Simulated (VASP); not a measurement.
**SnO2: single point with PBE**

The system is SnO2.

```
Sn O
1.0
     4.78828    0.00000    0.00000
     0.00000    5.82257    0.00000
     0.00000    0.00000    5.30712
Sn O
4 8
Direct
  0.50000 0.66522 0.75000
  0.00000 0.83478 0.25000
  0.50000 0.33478 0.25000
  0.00000 0.16522 0.75000
  0.73008 0.60728 0.07838
  0.23008 0.89272 0.92162
  0.76992 0.89272 0.57838
  0.26992 0.60728 0.42162
  0.73008 0.39272 0.57838
  0.23008 0.10728 0.42162
  0.76992 0.10728 0.07838
  0.26992 0.39272 0.92162
```

| Quantity | Value |
| --- | --- |
| Program | VASP 6.6.1 |
| Task | single point |
| Functional | PBE |
| Potentials or basis | VASP PAW PBE potentials, release 64 (Sn_d, O) |
| Cutoff | 520 eV |
| k mesh | 4 × 4 × 4 |
| Occupations | gaussian, width 0.1 eV |
| Spin | no spin polarisation |
| Dipole correction | no |
| Further INCAR settings | ALGO = Normal; EDIFF = 1e-06; NBANDS = 64 |

```
Pressure               : 0.6 GPa
Largest force          : 0.020 eV/Å
Band gap on the k mesh : 1.00 eV
```

Forces on the atoms (eV/Å):
```
Sn   0.000 -0.008  0.000
Sn   0.000  0.008  0.000
Sn   0.000  0.008  0.000
Sn   0.000 -0.008  0.000
O    0.000 -0.018 -0.007
O    0.000  0.018  0.007
O    0.000  0.018 -0.007
O    0.000 -0.018  0.007
O    0.000  0.018 -0.007
O    0.000 -0.018  0.007
O    0.000 -0.018 -0.007
O    0.000  0.018  0.007
```

Levels at points of the mesh, in eV from the valence-band top:
```tsv
k point	band 49	band 50	band 51	band 52	band 53	band 54	band 55	band 56
(0.00, 0.00, 0.00)	-0.55	-0.13	-0.09	0.00	1.00	5.78	5.87	6.62
(0.50, 0.00, 0.00)	-0.24	-0.24	-0.03	-0.03	4.19	4.19	4.93	4.93
(0.00, 0.50, 0.00)	-0.83	-0.83	-0.07	-0.07	3.72	3.72	6.50	6.50
(0.50, 0.50, 0.00)	-0.55	-0.55	-0.15	-0.15	4.61	4.61	5.71	5.71
(0.00, 0.00, 0.50)	-0.20	-0.20	-0.16	-0.16	4.08	4.08	5.85	5.85
(0.50, 0.00, 0.50)	-0.20	-0.20	-0.20	-0.20	4.64	4.64	4.64	4.64
(0.00, 0.50, 0.50)	-0.27	-0.27	-0.27	-0.27	5.16	5.16	5.16	5.16
(0.50, 0.50, 0.50)	-0.32	-0.32	-0.32	-0.32	5.06	5.06	5.06	5.06
```

Run time: 8.6 min on 1 thread of AMD EPYC 7R13, on a shared host, peak memory 0.35 GiB.

Caveat: spin-orbit coupling is left out, which moves the levels of the heavy elements.
